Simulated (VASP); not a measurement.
# Sn (C2/c) in VASP: a series of runs

Sn is run at these levels: LDA; tasks: single point.

Program: VASP 6.6.1. These are calculated values, not measurements. Logs are shortened: lines on timing, memory, paths and dates and some standing lists are left out, and cuts for length are marked.

### Step 1. The cell of the first run

The typed cell holds 2 atoms: a = 4.387 Å, b = 4.387 Å, c = 4.384 Å, α = 97.23°, β = 97.23°, γ = 138.40°.

### Step 2. Single point, LDA

The input, INCAR:

```
SYSTEM = Sn
PREC = Accurate
ENCUT = 520
EDIFF = 1E-7
ISMEAR = 1
SIGMA = 0.01
LREAL = .False.
LASPH = .True.
NELM = 60
ALGO = Normal
ISIF = 2
LWAVE = .False.
LCHARG = .True.
GGA = CA
LELF = .True.
LVHAR = .True.
NBANDS = 21
```

The input, KPOINTS:

```
Automatic mesh
0
Gamma
  11 11 8
  0 0 0
```

The input, POSCAR:

```
Sn
1.0
   -2.8994216605      2.9008009606      1.5581694818
    2.9008009606     -2.8994216605      1.5581694818
    2.8985835788      2.8985835788     -1.5556411493
Sn
2
Direct
    0.0000164062      0.9999835938      0.0000000000
    0.7499835938      0.2500164062      0.5000000000
```

Potentials or basis: VASP PAW LDA potentials, release 64 (Sn_d).

Launch:

```bash
> cat potpaw_LDA.64/Sn_d/POTCAR > POTCAR
> mpirun -np 1 vasp_std > vasp.out
```

OUTCAR:

```text
SYSTEM = Sn
   PREC = Accurate
   ENCUT = 520
   EDIFF = 1E-7
   ISMEAR = 1
   LREAL = .False.
   LASPH = .True.
   NELM = 60
   ISIF = 2
   GGA = CA

 ion  position               nearest neighbor table
   1  0.000  1.000  0.000-   2 3.00   2 3.00   2 3.00   2 3.00   2 3.72   2 3.72   2 3.73   2 3.73

   2  0.750  0.250  0.500-   1 3.00   1 3.00   1 3.00   1 3.00   1 3.72   1 3.72   1 3.73   1 3.73

  LATTYP: Found a base centered monoclinic cell.
 ALAT       =     3.1163395741
 B/A-ratio  =     2.6321757628
 C/A-ratio  =     1.4069300504
 COS(beta)  =    -0.3542216887

  Lattice vectors:

 A1 = (  -2.8994216605,   2.9008009606,   1.5581694818)
 A2 = (   2.9008009606,  -2.8994216605,   1.5581694818)
 A3 = (   2.8985835788,   2.8985835788,  -1.5556411493)

Analysis of symmetry for initial positions (statically):
=====================================================================
 Subroutine PRICEL returns:
 Original cell was already a primitive cell.

 Routine SETGRP: Setting up the symmetry group for a
 base centered monoclinic supercell.

 Subroutine GETGRP returns: Found  4 space group operations
 (whereof  2 operations were pure point group operations)
 out of a pool of  4 trial point group operations.

The static configuration has the point symmetry C_2 .
 The point group associated with its full space group is C_2h.

Analysis of symmetry for dynamics (positions and initial velocities):
=====================================================================
 Subroutine PRICEL returns:
 Original cell was already a primitive cell.

 Routine SETGRP: Setting up the symmetry group for a
 base centered monoclinic supercell.

 Subroutine GETGRP returns: Found  4 space group operations
 (whereof  2 operations were pure point group operations)
 out of a pool of  4 trial point group operations.

The dynamic configuration has the point symmetry C_2 .
 The point group associated with its full space group is C_2h.

 Subroutine INISYM returns: Found  4 space group operations
 (whereof  2 operations are pure point group operations),
 and found     1 'primitive' translations

----------------------------------------------------------------------------------------

                                     Primitive cell

  volume of cell :      52.4057

  direct lattice vectors                    reciprocal lattice vectors
    -2.899421660  2.900800961  1.558169482    -0.000114965  0.172292210  0.320813149
     2.900800961 -2.899421660  1.558169482     0.172292210 -0.000114965  0.320813149
[... 78 lines left out ...]
   ICHARG =      2    charge: 1-file 2-atom 10-const
   ISPIN  =      1    spin polarized calculation?
   LNONCOLLINEAR =      F non collinear calculations
   LSORBIT =      F    spin-orbit coupling
   LASPH  =      T    aspherical Exc in radial PAW
   ENCUT  =  520.0 eV  38.22 Ry    6.18 a.u.   8.16  8.16  8.15*2*pi/ulx,y,z
   NELM   =     60;   NELMIN=  2; NELMDL= -5     # of ELM steps
   EDIFF  = 0.1E-06   stopping-criterion for ELM
   LREAL  =      F    real-space projection
   EDIFFG = 0.1E-05   stopping-criterion for IOM
   NSW    =      0    number of steps for IOM
   IBRION =     -1    ionic relax: 0-MD 1-quasi-New 2-CG
   NFREE  =      0    steps in history (QN), initial steepest desc. (CG)
   ISIF   =      2    stress and relaxation
   ISYM   =      2    0-nonsym 1-usesym 2-fastsym
   POTIM  = 0.5000    time-step for ionic-motion
   TEBEG  =    0.0;   TEEND  =   0.0 temperature during run
   PSTRESS=    0.0 pullay stress
   NELECT =      28.0000    total number of electrons
   NUPDOWN=      -1.0000    fix difference up-down
   EMIN   =  10.00;   EMAX   =-10.00  energy-range for DOS
   EFERMI =   0.00;   METHOD = LEGACY
   ISMEAR =     1;   SIGMA  =   0.01  broadening in eV -4-tet -1-fermi 0-gaus
   EFERMI_NEDOS =   21; number of points for ismear=-14 and -15
   IALGO  =     38    algorithm
   IMIX   =      4    mixing-type and parameters
     AMIX     =   0.40;   BMIX     =  1.00
     AMIX_MAG =   1.60;   BMIX_MAG =  1.00
  volume/ion in A,a.u.               =      26.20       176.83
  Fermi-wavevector in a.u.,A,eV,Ry     =   1.328418  2.510346 24.010122  1.764694
  Thomas-Fermi vector in A             =   2.457657
   LORBIT       =      0    0 simple, 1 ext, 2 COOP (PROOUT), +10 PAW based schemes
   GGA     = CA    functional components
   LHFCALC =     F    Hartree Fock is set to
   AEXX    =    0.0000 exact exchange contribution
   IVDW    =     0    specifies the selected vdW correction
   LEPSILON=     F    determine dielectric tensor
   LRPA    =     F    only Hartree local field effects (RPA)
 non-spin polarized calculation
 Methfessel and Paxton  Order N= 1 SIGMA  =   0.01
  energy-cutoff  :      520.00
  volume of cell :       52.41
 maximum number of plane-waves:      1425
 NGX is ok and might be reduce to    36
   NGX = 17   NGY = 17   NGZ = 17

 number of electron      28.0000007 magnetization

 Free energy of the ion-electron system (eV)
  ---------------------------------------------------
  ext. energy  EPLUGINS =         0.00000000
  ---------------------------------------------------
  free energy    TOTEN  =        -8.98718349 eV

  energy without entropy =       -8.98718026  energy(sigma->0) =       -8.98718241

 E-fermi :   8.1327     XC(G=0): -10.7121

 val. band max:        8.1322506468   @ k =  -0.0909   0.2727   0.2500
 cond. band min:       8.1448217936   @ k =   0.1818   0.0909   0.0000
 fundamental gap:      0.0125711468
 Fermi energy:         8.1326736349

 k-point     1 :       0.0000    0.0000    0.0000
  band No.  band energies     occupation
      1     -13.4593      2.00000
      2     -13.3803      2.00000
      3     -13.3220      2.00000
      4     -13.3213      2.00000
      5     -13.1328      2.00000
      6     -13.1323      2.00000
[... 565 lines left out ...]
     20      18.7257      0.00000
     21      18.9383      0.00000

 [... further k-points ...]
[... 5 lines left out ...]
  --------------------------------------------------------------------------------------
  -------------------------------------------------------------------------------------
  Total        0.0082328      0.0082328     -0.0356704      0.0277051     -0.0347707     -0.0347706
  in kB        0.2516987      0.2516987     -1.0905356      0.8470155     -1.0630293     -1.0630286
  external PRESSURE =      -0.1957128 kB  Pullay stress =       0.0000000 kB

 VOLUME and BASIS-vectors are now :
 -----------------------------------------------------------------------------
  energy-cutoff  :      520.00
  volume of cell :       52.41
      direct lattice vectors                 reciprocal lattice vectors
    -2.899421660  2.900800961  1.558169482    -0.000114965  0.172292210  0.320813149
     2.900800961 -2.899421660  1.558169482     0.172292210 -0.000114965  0.320813149
     2.898583579  2.898583579 -1.555641149     0.172457079  0.172457079 -0.000152660

 POSITION                                       TOTAL-FORCE (eV/Angst)
 -----------------------------------------------------------------------------------
      2.90071     -2.89933      1.55817        -0.003402      0.003402      0.000000
      0.00002      2.89994      0.78035         0.003402     -0.003402     -0.000000
 -----------------------------------------------------------------------------------
    total drift:                               -0.000000     -0.000000     -0.000000

  FREE ENERGIE OF THE ION-ELECTRON SYSTEM (eV)
  ---------------------------------------------------
  free  energy   TOTEN  =        -8.9871834897 eV

  energy  without entropy=       -8.9871802618  energy(sigma->0) =       -8.98718241
```

OSZICAR:

```text
N       E                     dE             d eps       ncg     rms          rms(c)
DAV:   1     0.223041662681E+03    0.22304E+03   -0.14362E+04 11540   0.211E+03
DAV:   2     0.144696571203E+02   -0.20857E+03   -0.20426E+03 11420   0.456E+02
DAV:   3    -0.827370694787E+01   -0.22743E+02   -0.22557E+02 13114   0.136E+02
DAV:   4    -0.900078060835E+01   -0.72707E+00   -0.72675E+00 12945   0.269E+01
DAV:   5    -0.903014710183E+01   -0.29366E-01   -0.29366E-01 16064   0.510E+00    0.259E+00
DAV:   6    -0.899968512702E+01    0.30462E-01   -0.34855E-02 15485   0.263E+00    0.142E+00
DAV:   7    -0.898772351610E+01    0.11962E-01   -0.18230E-02 15510   0.187E+00    0.159E-01
DAV:   8    -0.898717753469E+01    0.54598E-03   -0.19604E-03 14700   0.628E-01    0.331E-02
DAV:   9    -0.898718313836E+01   -0.56037E-05   -0.51123E-05 15130   0.616E-02    0.136E-02
DAV:  10    -0.898718349308E+01   -0.35472E-06   -0.40057E-06 15143   0.242E-02    0.956E-04
DAV:  11    -0.898718348975E+01    0.33356E-08   -0.32741E-07 12738   0.714E-03
   1 F= -.89871835E+01 E0= -.89871824E+01  d E =-.322791E-05
```

Wall time 6.6 min (1 thread of Intel Xeon 8259CL, shared host); peak memory 0.35 GiB.

Results:

```
Free energy            : -8.9872 eV
Pressure               : 0.0 GPa
Largest force          : 0.005 eV/Å
Band gap on the k mesh : zero (bands 14 and 15 overlap by 3.81 eV)
```

Forces in eV/Å, atoms in the order of the input:
```
Sn  -0.003  0.003  0.000
Sn   0.003 -0.003  0.000
```

Stress tensor (GPa, compression positive):
```
 0.03  0.08 -0.11
 0.08  0.03 -0.11
-0.11 -0.11 -0.11
```

Levels at points of the mesh, in eV from the Fermi level:
| k point | band 11 | band 12 | band 13 | band 14 | band 15 | band 16 | band 17 | band 18 |
| --- | --- | --- | --- | --- | --- | --- | --- | --- |
| (0.00, 0.00, 0.00) | -11.41 | -3.76 | -2.11 | -2.11 | 2.98 | 6.22 | 6.23 | 7.23 |
| (0.00, 0.00, 0.50) | -9.12 | -9.12 | 0.53 | 0.53 | 1.53 | 1.53 | 6.35 | 6.35 |

Caveat: spin-orbit coupling is left out, which moves the levels of the heavy elements.

### Step 3. Single point, LDA

The input, INCAR:

```
SYSTEM = Sn
ALGO = Normal
EDIFF = 1E-7
ENCUT = 520
GGA = CA
ISIF = 2
ISMEAR = 1
LASPH = .True.
LCHARG = .False.
LREAL = .False.
LWAVE = .False.
NBANDS = 21
NELM = 80
PREC = Accurate
SIGMA = 0.03
```

The input, KPOINTS:

```
k-points
0
Gamma
  11 11 8
  0 0 0
```

POSCAR is that of step 2.

Potentials or basis: VASP PAW LDA potentials, release 64 (Sn_d).

Launch:

```bash
> cat potpaw_LDA.64/Sn_d/POTCAR > POTCAR
> mpirun -np 1 vasp_std > vasp.out
```

Wall time 8.4 min (1 thread of Intel Xeon 8259CL, shared host); peak memory 0.34 GiB.

It converged, with:

| Property | Result |
| --- | --- |
| Free energy | -8.9872 eV |
| Pressure | 0.0 GPa |
| Largest force | 0.005 eV/Å |
| Band gap on the k mesh | zero (bands 14 and 15 overlap by 3.81 eV) |

Forces in eV/Å, atoms in the order of the input:
```
Sn  -0.003  0.003  0.000
Sn   0.003 -0.003  0.000
```

Stress tensor (GPa, compression positive):
```
 0.04  0.10 -0.09
 0.10  0.04 -0.09
-0.09 -0.09 -0.13
```

Levels at points of the mesh, in eV from the Fermi level:
| k point | band 11 | band 12 | band 13 | band 14 | band 15 | band 16 | band 17 | band 18 |
| --- | --- | --- | --- | --- | --- | --- | --- | --- |
| (0.00, 0.00, 0.00) | -11.41 | -3.76 | -2.11 | -2.11 | 2.98 | 6.22 | 6.23 | 7.23 |
| (0.00, 0.00, 0.50) | -9.12 | -9.12 | 0.53 | 0.53 | 1.53 | 1.53 | 6.35 | 6.35 |

Caveat: spin-orbit coupling is left out, which moves the levels of the heavy elements.
